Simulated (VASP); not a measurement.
Crystal: TaSi (rocksalt type).

```
Ta Si
1.0
     0.00000    2.17177    2.17177
     2.17177    0.00000    2.17177
     2.17177    2.17177    0.00000
Ta Si
1 1
Direct
  0.00000 0.00000 0.00000
  0.50000 0.50000 0.50000
```

Base run:

- Program: VASP 6.6.1
- Functional: PBE
- Potentials or basis: VASP PAW PBE potentials, release 64 (Ta_pv, Si)
- Cutoff: 520 eV
- k mesh: 14 × 14 × 14
- Occupations: fermi-dirac, width 0.05 eV
- Spin: no spin polarisation
- Hubbard terms: Ta d U = 1.0 eV

Its results: band gap on the k mesh zero (an odd number of electrons rules out a gap without spin polarisation); pressure 221.9 GPa.

Q: The run is repeated on the same cell with these changes: hubbard terms from Ta d U = 1.0 eV to none; further incar settings from ALGO = Normal; EDIFF = 1e-06; NBANDS = 14 to ALGO = Normal; EDIFF = 1e-07; NBANDS = 14. What comes out?

A: Band gap on the k mesh zero (an odd number of electrons rules out a gap without spin polarisation); pressure 218.5 GPa.

Caveats: the cell stands under pressure; spin-orbit coupling is left out, which moves the levels of the heavy elements; U without spin polarisation on a metal has little footing (at least some runs); the U is typed as a test and isn't derived for this compound (at least some runs).
